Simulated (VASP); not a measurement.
Runs of VASP 6.6.1 on Ag. The structure is that of space group P6/mmm (No. 191), or close to it. The cells are those of the table. 

```tsv
cell	k mesh	gap on the mesh (eV)	pressure (GPa)
a = 4.667, b = 4.667, c = 2.798 Å, angles 90.0, 90.0, 120.0°, 3 atoms	9 × 9 × 12	none	7.3
a = 4.598, b = 4.598, c = 2.757 Å, angles 90.0, 90.0, 120.0°, 3 atoms	9 × 9 × 12	none	12.7
a = 4.734, b = 4.734, c = 2.838 Å, angles 90.0, 90.0, 120.0°, 3 atoms	9 × 9 × 12	none	(a)
a = 4.862, b = 4.862, c = 2.915 Å, angles 90.0, 90.0, 120.0°, 3 atoms	9 × 9 × 12	none	-2.5
a = 4.799, b = 4.799, c = 2.877 Å, angles 90.0, 90.0, 120.0°, 3 atoms	10 × 10 × 14	none	(b)
```

Alike in all rows: task single point; level RPBE; potentials or basis VASP PAW PBE potentials, release 64 (Ag); no spin polarisation; cutoff (eV) 520; smearing fermi-dirac 0.1 eV.

Question: Fill in the values left out.

Answer: (a) 3.1; (b) -0.1.

Caveats: the PAW data sets were made with another functional, which shifts forces and pressure a little.

A k mesh can miss the band edges, and the runs leave out spin-orbit coupling on Ag.

A gap of «none» marks levels without a gap at the run's occupations.
